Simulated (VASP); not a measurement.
# InGa3AsP (P-6m2) in VASP: further runs

The runs below take InGa3AsP through single point, relaxation of cell and atoms, with PBE.

Program: VASP 6.6.1. These are calculated values, not measurements. Logs are shortened: lines on timing, memory, paths and dates and some standing lists are left out, and cuts for length are marked.

### Step 1. The cell of the first run

Symmetry: P-6m2, No. 187, hexagonal system. Conventional cell: a = 5.372 Å, b = 5.372 Å, c = 5.096 Å, α = 90.00°, β = 90.00°, γ = 120.00°. Within 4.0 Å of In (site symmetry -6m2) lie 6 Ga at 3.00 Å and 3 P at 3.10 Å and 3 As at 3.10 Å. Ga (site symmetry mm2) has 4 Ga at 2.62 to 2.75 Å and 2 P at 2.96 Å and 2 In at 3.00 Å within 3.5 Å. Within 3.9 Å of P (site symmetry -6m2) lie 6 Ga at 2.96 Å and 3 In at 3.10 Å and 3 As at 3.10 Å. As (site symmetry -6m2) has 3 In at 3.10 Å and 3 P at 3.10 Å and 12 Ga at 3.70 Å within 4.1 Å.

The cell was generated, and may not be a known phase.

### Step 2. Single point, PBE

The input, INCAR:

```
SYSTEM = InGa3AsP
ALGO = Normal
EDIFF = 1E-7
ENCUT = 520
GGA = PE
ISIF = 2
ISMEAR = 0
LASPH = .TRUE.
LCHARG = .TRUE.
LELF = .TRUE.
LREAL = .FALSE.
LVHAR = .TRUE.
LWAVE = .FALSE.
NBANDS = 40
NELM = 100
PREC = Accurate
SIGMA = 0.1
```

The input, KPOINTS:

```
k-points
0
G
  6 6 4
  0 0 0
```

The input, POSCAR:

```
InGa3AsP
1.0
    5.3724717513      0.0000000000      0.0000000000
   -2.6862358757      4.6526970178      0.0000000000
    0.0000000000      0.0000000000      5.0963998855
In Ga P As
1 3 1 1
Direct
    0.3333333333      0.6666666667      0.0000000000
    0.5039265090      0.0078530180      0.5000000000
    0.9921469820      0.4960734910      0.5000000000
    0.5039265090      0.4960734910      0.5000000000
    0.6666666667      0.3333333333      0.0000000000
    0.0000000000      0.0000000000      0.0000000000
```

Potentials or basis: VASP PAW PBE potentials, release 64 (In_d, Ga_d, P, As).

Run with:

```bash
cat potpaw_PBE.64/In_d/POTCAR potpaw_PBE.64/Ga_d/POTCAR potpaw_PBE.64/P/POTCAR potpaw_PBE.64/As/POTCAR > POTCAR
mpirun -np 1 vasp_std > vasp.out
```

OUTCAR:

```text
SYSTEM = InGa3AsP
   EDIFF = 1E-7
   ENCUT = 520
   GGA = PE
   ISIF = 2
   ISMEAR = 0
   LASPH = .TRUE.
   LREAL = .FALSE.
   NELM = 100
   PREC = Accurate

 ion  position               nearest neighbor table
   1  0.333  0.667  0.000-   3 3.00   3 3.00   2 3.00   2 3.00   4 3.00   4 3.00   5 3.10   6 3.10
                             5 3.10   6 3.10   6 3.10   5 3.10
   2  0.504  0.008  0.500-   3 2.62   4 2.62   3 2.75   4 2.75   1 3.00   1 3.00
   3  0.992  0.496  0.500-   4 2.62   2 2.62   4 2.75   2 2.75   1 3.00   1 3.00
   4  0.504  0.496  0.500-   3 2.62   2 2.62   3 2.75   2 2.75   1 3.00   1 3.00
   5  0.667  0.333  0.000-   1 3.10   1 3.10   1 3.10
   6  0.000  0.000  0.000-   1 3.10   1 3.10   1 3.10

  LATTYP: Found a hexagonal cell.
 ALAT       =     5.3724717513
 C/A-ratio  =     0.9486136217

  Lattice vectors:

 A1 = (   5.3724717513,   0.0000000000,   0.0000000000)
 A2 = (  -2.6862358757,   4.6526970178,   0.0000000000)
 A3 = (   0.0000000000,   0.0000000000,   5.0963998855)

Analysis of symmetry for initial positions (statically):
=====================================================================
 Subroutine PRICEL returns:
 Original cell was already a primitive cell.

 Routine SETGRP: Setting up the symmetry group for a
 hexagonal supercell.

 Subroutine GETGRP returns: Found 12 space group operations
 (whereof 12 operations were pure point group operations)
 out of a pool of 24 trial point group operations.

The static configuration has the point symmetry D_3h.

Analysis of symmetry for dynamics (positions and initial velocities):
=====================================================================
 Subroutine PRICEL returns:
 Original cell was already a primitive cell.

 Routine SETGRP: Setting up the symmetry group for a
 hexagonal supercell.

 Subroutine GETGRP returns: Found 12 space group operations
 (whereof 12 operations were pure point group operations)
 out of a pool of 24 trial point group operations.

The dynamic configuration has the point symmetry D_3h.

 Subroutine INISYM returns: Found 12 space group operations
 (whereof 12 operations are pure point group operations),
 and found     1 'primitive' translations

----------------------------------------------------------------------------------------

                                     Primitive cell

  volume of cell :     127.3921

  direct lattice vectors                    reciprocal lattice vectors
     5.372471751  0.000000000  0.000000000     0.186134064  0.107464552  0.000000000
    -2.686235876  4.652697018  0.000000000     0.000000000  0.214929104  0.000000000
     0.000000000  0.000000000  5.096399886     0.000000000  0.000000000  0.196216942

  length of vectors
     5.372471751  5.372471751  5.096399886     0.214929104  0.214929104  0.196216942

  position of ions in fractional coordinates (direct lattice)
     0.333333333  0.666666667  0.000000000
     0.503926509  0.007853018  0.500000000
     0.992146982  0.496073491  0.500000000
     0.503926509  0.496073491  0.500000000
     0.666666667  0.333333333  0.000000000
     0.000000000  0.000000000  0.000000000

  ion indices of the primitive-cell ions
   primitive index   ion index
                 1           1
                 2           2
                 3           3
                 4           4
                 5           5
                 6           6

----------------------------------------------------------------------------------------

 KPOINTS: k-points

Automatic generation of k-mesh.
 Grid dimensions read from file:
 generate k-points for:    6    6    4

 Generating k-lattice:

  Cartesian coordinates                     Fractional coordinates (reciprocal lattice)
     0.031022344  0.017910759  0.000000000     0.166666667 -0.000000000  0.000000000
     0.000000000  0.035821517  0.000000000     0.000000000  0.166666667  0.000000000
     0.000000000  0.000000000  0.049054235     0.000000000  0.000000000  0.250000000

  Length of vectors
     0.035821517  0.035821517  0.049054235

  Shift w.r.t. Gamma in fractional coordinates (k-lattice)
     0.000000000  0.000000000  0.000000000

 Subroutine IBZKPT returns following result:
 ===========================================

 Found     21 irreducible k-points:

 Following reciprocal coordinates:
            Coordinates               Weight
  0.000000  0.000000  0.000000      1.000000
  0.166667  0.000000  0.000000      6.000000
  0.333333  0.000000  0.000000      6.000000
  0.500000  0.000000  0.000000      3.000000
  0.166667  0.166667  0.000000      6.000000
  0.333333  0.166667  0.000000     12.000000
[... 13 lines left out ...]
  0.333333  0.166667  0.500000     12.000000
  0.333333  0.333333  0.500000      2.000000
   k-points           NKPTS =     21   k-points in BZ     NKDIM =     21   number of bands    NBANDS=     40
   number of dos      NEDOS =    301   number of ions     NIONS =      6
   total plane-waves  NPLWV =  64000
   dimension x,y,z NGX =    40 NGY =   40 NGZ =   40
   dimension x,y,z NGXF=    80 NGYF=   80 NGZF=   80
   ions per type =               1   3   1   1
   NGX,Y,Z   is equivalent  to a cutoff of  12.38, 12.38, 13.05 a.u.
   NGXF,Y,Z  is equivalent  to a cutoff of  24.76, 24.76, 26.10 a.u.
 SYSTEM =  InGa3AsP
   PREC   = accura    normal or accurate (medium, high low for compatibility)
   ISTART =      0    job   : 0-new  1-cont  2-samecut
   ICHARG =      2    charge: 1-file 2-atom 10-const
   ISPIN  =      1    spin polarized calculation?
   LNONCOLLINEAR =      F non collinear calculations
   LSORBIT =      F    spin-orbit coupling
   LASPH  =      T    aspherical Exc in radial PAW
   ENCUT  =  520.0 eV  38.22 Ry    6.18 a.u.   9.99  9.99  9.48*2*pi/ulx,y,z
   NELM   =    100;   NELMIN=  2; NELMDL= -5     # of ELM steps
   EDIFF  = 0.1E-06   stopping-criterion for ELM
   LREAL  =      F    real-space projection
   EDIFFG = 0.1E-05   stopping-criterion for IOM
   NSW    =      0    number of steps for IOM
   IBRION =     -1    ionic relax: 0-MD 1-quasi-New 2-CG
   NFREE  =      0    steps in history (QN), initial steepest desc. (CG)
   ISIF   =      2    stress and relaxation
   ISYM   =      2    0-nonsym 1-usesym 2-fastsym
   POTIM  = 0.5000    time-step for ionic-motion
   TEBEG  =    0.0;   TEEND  =   0.0 temperature during run
   PSTRESS=    0.0 pullay stress
   NELECT =      62.0000    total number of electrons
   NUPDOWN=      -1.0000    fix difference up-down
   EMIN   =  10.00;   EMAX   =-10.00  energy-range for DOS
   EFERMI =   0.00;   METHOD = LEGACY
   ISMEAR =     0;   SIGMA  =   0.10  broadening in eV -4-tet -1-fermi 0-gaus
   EFERMI_NEDOS =   21; number of points for ismear=-14 and -15
   IALGO  =     38    algorithm
   IMIX   =      4    mixing-type and parameters
     AMIX     =   0.40;   BMIX     =  1.00
     AMIX_MAG =   1.60;   BMIX_MAG =  1.00
  volume/ion in A,a.u.               =      21.23       143.28
  Fermi-wavevector in a.u.,A,eV,Ry     =   1.287729  2.433456 22.561818  1.658247
  Thomas-Fermi vector in A             =   2.419726
   LORBIT       =      0    0 simple, 1 ext, 2 COOP (PROOUT), +10 PAW based schemes
   GGA     = PE    functional components
   LHFCALC =     F    Hartree Fock is set to
   AEXX    =    0.0000 exact exchange contribution
   IVDW    =     0    specifies the selected vdW correction
   LEPSILON=     F    determine dielectric tensor
   LRPA    =     F    only Hartree local field effects (RPA)
 non-spin polarized calculation
 Gauss-broadening in eV      SIGMA  =   0.10
  energy-cutoff  :      520.00
  volume of cell :      127.39
 maximum number of plane-waves:      3451
 NGX is ok and might be reduce to    40
   NGX = 19   NGY = 19   NGZ = 19

 number of electron      62.0000030 magnetization

 Free energy of the ion-electron system (eV)
  ---------------------------------------------------
  ext. energy  EPLUGINS =         0.00000000
  ---------------------------------------------------
  free energy    TOTEN  =       -19.08306585 eV

  energy without entropy =      -19.04967950  energy(sigma->0) =      -19.06637267

 E-fermi :   5.5929     XC(G=0): -10.3680

 val. band max:        5.5835691604   @ k =   0.1667   0.1667   0.2500
 cond. band min:       5.6294341107   @ k =   0.3333   0.0000   0.0000
 fundamental gap:      0.0458649502
 Fermi energy:         5.5928795780

 k-point     1 :       0.0000    0.0000    0.0000
  band No.  band energies     occupation
      1      -9.7319      2.00000
      2      -9.5962      2.00000
      3      -9.5962      2.00000
      4      -9.5319      2.00000
      5      -9.4470      2.00000
      6      -9.4253      2.00000
[... 32 lines left out ...]
     39      10.5233      0.00000
     40      11.5182      0.00000

 k-point     2 :       0.1667    0.0000    0.0000
  band No.  band energies     occupation
      1      -9.7020      2.00000
      2      -9.5883      2.00000
      3      -9.5645      2.00000
      4      -9.5196      2.00000
      5      -9.4393      2.00000
      6      -9.4218      2.00000
[... 32 lines left out ...]
     39      10.9868      0.00000
     40      11.3643      0.00000

 k-point     3 :       0.3333    0.0000    0.0000
  band No.  band energies     occupation
      1      -9.6422      2.00000
      2      -9.5521      2.00000
      3      -9.4942      2.00000
      4      -9.4795      2.00000
      5      -9.4177      2.00000
      6      -9.4045      2.00000
[... 32 lines left out ...]
     39      10.4542      0.00000
     40      10.4991      0.00000

 k-point     4 :       0.5000    0.0000    0.0000
  band No.  band energies     occupation
      1      -9.6211      2.00000
      2      -9.4909      2.00000
      3      -9.4824      2.00000
      4      -9.4033      2.00000
      5      -9.3949      2.00000
      6      -9.3692      2.00000
[... 32 lines left out ...]
     39      10.7196      0.00000
     40      11.1583      0.00000
[... 643 lines left out ...]
     39      11.3034      0.00000
     40      11.6950      0.00000

 k-point    20 :       0.3333    0.1667    0.5000
  band No.  band energies     occupation
      1      -9.5896      2.00000
      2      -9.5254      2.00000
      3      -9.5210      2.00000
      4      -9.4285      2.00000
      5      -9.4090      2.00000
      6      -9.4085      2.00000
[... 32 lines left out ...]
     39      10.1843      0.00000
     40      11.1291      0.00000

 k-point    21 :       0.3333    0.3333    0.5000
  band No.  band energies     occupation
      1      -9.5321      2.00000
      2      -9.5150      2.00000
      3      -9.4835      2.00000
      4      -9.4652      2.00000
      5      -9.4405      2.00000
      6      -9.4014      2.00000
[... 32 lines left out ...]
     39      10.9403      0.00000
     40      11.3379      0.00000

------------------------ aborting loop because EDIFF is reached ----------------------------------------

  FORCE on cell =-STRESS in cart. coord.  units (eV):
  Direction    XX          YY          ZZ          XY          YZ          ZX
  --------------------------------------------------------------------------------------
  -------------------------------------------------------------------------------------
  Total        0.0019063      0.0019063      0.0430217     -0.0000000     -0.0000000      0.0000000
  in kB        0.0239749      0.0239749      0.5410730     -0.0000000     -0.0000000      0.0000000
  external PRESSURE =       0.1963409 kB  Pullay stress =       0.0000000 kB

 VOLUME and BASIS-vectors are now :
 -----------------------------------------------------------------------------
  energy-cutoff  :      520.00
  volume of cell :      127.39
      direct lattice vectors                 reciprocal lattice vectors
     5.372471751  0.000000000  0.000000000     0.186134064  0.107464552  0.000000000
    -2.686235876  4.652697018  0.000000000     0.000000000  0.214929104  0.000000000
     0.000000000  0.000000000  5.096399886     0.000000000  0.000000000  0.196216942

 POSITION                                       TOTAL-FORCE (eV/Angst)
 -----------------------------------------------------------------------------------
     -0.00000      3.10180      0.00000        -0.000000      0.000000      0.000000
      2.68624      0.03654      2.54820         0.000000     -0.036830      0.000000
      3.99771      2.30808      2.54820         0.031896      0.018415     -0.000000
      1.37476      2.30808      2.54820        -0.031896      0.018415     -0.000000
      2.68624      1.55090      0.00000        -0.000000      0.000000      0.000000
      0.00000      0.00000      0.00000        -0.000000      0.000000      0.000000
 -----------------------------------------------------------------------------------
    total drift:                               -0.000004      0.000002      0.000000

  FREE ENERGIE OF THE ION-ELECTRON SYSTEM (eV)
  ---------------------------------------------------
  free  energy   TOTEN  =       -19.0830658514 eV

  energy  without entropy=      -19.0496794972  energy(sigma->0) =      -19.06637267
```

Run time: 3.4 min. Hardware: 1 thread of Intel Xeon 8259CL, shared host; peak memory 0.31 GiB.

What came out:

| Quantity | Value |
| --- | --- |
| Free energy | -19.0831 eV |
| Pressure | 0.0 GPa |
| Largest force | 0.037 eV/Å |
| Band gap on the k mesh | zero (bands 31 and 32 overlap by 1.65 eV) |

Forces in eV/Å, atoms in the order of the input:
```
In   0.000  0.000  0.000
Ga   0.000 -0.037  0.000
Ga   0.032  0.018  0.000
Ga  -0.032  0.018  0.000
P    0.000  0.000  0.000
As   0.000  0.000  0.000
```

Caveat: spin-orbit coupling is left out, which moves the levels of the heavy elements.

### Step 3. Relaxation of cell and atoms, PBE

This run uses another cell than the first one, of 21.67 Å³/atom.

The input, INCAR:

```
PREC = Accurate
ENCUT = 600
EDIFF = 1E-7
ISMEAR = 0
SIGMA = 0.1
LREAL = F
LASPH = T
NELM = 80
ALGO = Normal
ISIF = 3
LWAVE = F
LCHARG = F
GGA = PE
IBRION = 2
NSW = 90
EDIFFG = -0.04
```

The input, KPOINTS:

```
regular mesh
0
Gamma
  3 3 4
```

The input, POSCAR:

```
InGa3AsP
1.0
    5.8496265300      0.0000000000      0.0000000000
   -2.9248132600      5.0659251800      0.0000000000
    0.0000000000      0.0000000000      4.3878651200
In Ga P As
1 3 1 1
Direct
    0.3333333300      0.6666666700      0.0000000000
    0.5005080000      0.0010160000      0.5000000000
    0.9989840000      0.4994920000      0.5000000000
    0.5005080000      0.4994920000      0.5000000000
    0.6666666700      0.3333333300      0.0000000000
    0.0000000000      0.0000000000      0.0000000000
```

Potentials or basis: VASP PAW PBE potentials, release 64 (In_d, Ga_d, P, As).

Run with:

```bash
cat potpaw_PBE.64/In_d/POTCAR potpaw_PBE.64/Ga_d/POTCAR potpaw_PBE.64/P/POTCAR potpaw_PBE.64/As/POTCAR > POTCAR
mpirun -np 1 vasp_std > vasp.out
```

It took 19 min on 1 thread of Intel Xeon 8259CL, shared host; peak memory 0.33 GiB.

The run converged. Its results:

```yaml
Free_energy: -19.0644 eV
Relaxed_volume: 21.14 Å³/atom
Relaxed_cell: a = 5.377 Å, b = 5.377 Å, c = 5.067 Å, α = 90.00°, β = 90.00°, γ = 120.00°
Space_group_after_relaxing_to_0.1_Å: P-6m2 (No. 187)
Energy_gained_by_relaxing: 67.2 meV/atom
Ionic_steps: 12
Pressure_after_relaxing: 0.1 GPa
Largest_force_after_relaxing: 0.021 eV/Å
Band_gap_on_the_k_mesh: zero (bands 31 and 32 overlap by 1.24 eV)
```

Forces in eV/Å, atoms in the order of the input:
```
In   0.000  0.000  0.000
Ga   0.000 -0.021  0.000
Ga   0.018  0.010  0.000
Ga  -0.018  0.010  0.000
P    0.000  0.000  0.000
As   0.000  0.000  0.000
```

Stress tensor (GPa, compression positive):
```
 0.17  0.00  0.00
 0.00  0.17  0.00
 0.00  0.00 -0.15
```

The path:
```csv
step,energy change (eV),largest force (eV/Å),pressure (GPa),volume (Å³)
1,0.0000,0.4874,-0.25,130.03
2,-0.0323,0.2366,-0.14,129.40
3,-0.0491,0.1202,0.25,128.36
4,-0.0825,0.0507,0.07,128.85
5,-0.2491,0.0521,-0.91,130.11
6,-0.3069,0.8737,-1.18,131.67
7,-0.3288,0.4620,-1.31,131.20
8,-0.3425,0.5041,-1.13,130.72
9,-0.3606,0.6229,-0.52,129.20
10,-0.3615,0.5947,-0.70,129.59
11,-0.3794,0.4516,-0.53,128.90
12,-0.4029,0.0206,0.06,126.87
```

Final structure:
```
CELL_PARAMETERS angstrom
5.37681 0.00000 0.00000
-2.68840 4.65645 0.00000
0.00000 0.00000 5.06717
ATOMIC_POSITIONS crystal
In 0.33333 0.66667 0.00000
Ga 0.50431 0.00862 0.50000
Ga 0.99138 0.49569 0.50000
Ga 0.50431 0.49569 0.50000
P 0.66667 0.33333 0.00000
As 0.00000 0.00000 0.00000
```

Levels at points of the mesh, in eV from the Fermi level:
```tsv
k point	band 27	band 28	band 29	band 30	band 31	band 32	band 33	band 34	band 35	band 36
(0.00, 0.00, 0.00)	-4.23	-3.12	-3.12	-0.26	-0.16	0.36	0.36	1.09	1.09	1.31
(0.00, 0.00, 0.50)	-3.09	-2.78	-2.78	-2.08	-2.08	-0.77	-0.73	-0.73	1.10	2.57
```

Caveat: the k points lie up to 0.45 Å⁻¹ apart in the final cell, too coarse for converged energies and pressures of a metal; a cell axis changed by over 15 % at a fixed basis, so the end point is rough; spin-orbit coupling is left out, which moves the levels of the heavy elements.

The gap in the log of VASP goes by the Fermi energy; the results here count the filled bands.